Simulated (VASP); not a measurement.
Here is a VASP 6.6.1 calculation.

INCAR

```
SYSTEM = BN
  PREC = Accurate
  ENCUT = 600
  EDIFF = 1E-6
  ISMEAR = 0
  SIGMA = 0.05
  LREAL = .False.
  LASPH = .True.
  NELM = 120
  ALGO = Normal
  ISIF = 2
  LWAVE = .False.
  LCHARG = .True.
  GGA = PE
  IVDW = 12
  LELF = .True.
  LVHAR = .True.
  NBANDS = 11
  GGA_COMPAT = .False.
```

File KPOINTS:

```
Automatic mesh
0
Gamma
  12 12 12
  0 0 0
```

File POSCAR:

```
BN
1.0
    1.2530568997      0.7234527383      3.2948845324
   -1.2530568997      0.7234527383      3.2948845324
    0.0000000000     -1.4469054767      3.2948845324
B N
1 1
Direct
    0.8268387932      1.0860120719      1.0860120719
    0.3327354554      0.3327354554      0.3327354554
```

Potentials or basis: VASP PAW PBE potentials, release 64 (B, N).

The run is started by

```bash
$ cat potpaw_PBE.64/B/POTCAR potpaw_PBE.64/N/POTCAR > POTCAR
$ mpirun -np 1 vasp_std > vasp.out
```

(1) Predict the band gap on the k mesh.

(2) What does it give for the pressure?

(3) What does it give for the dispersion energy per atom?

Results:

(1) 2.05 eV, indirect (least direct gap 3.96 eV).

(2) 83.8 GPa.

(3) -0.142 eV.

Caveat: the cell differs from its parent crystal (all B atoms moved +0.375 Å, as atom 1 towards its neighbour atom 2 (N) at 1.447 Å); forces of over 1 eV/Å act on the atoms, so gaps and moduli don't describe the material at rest.
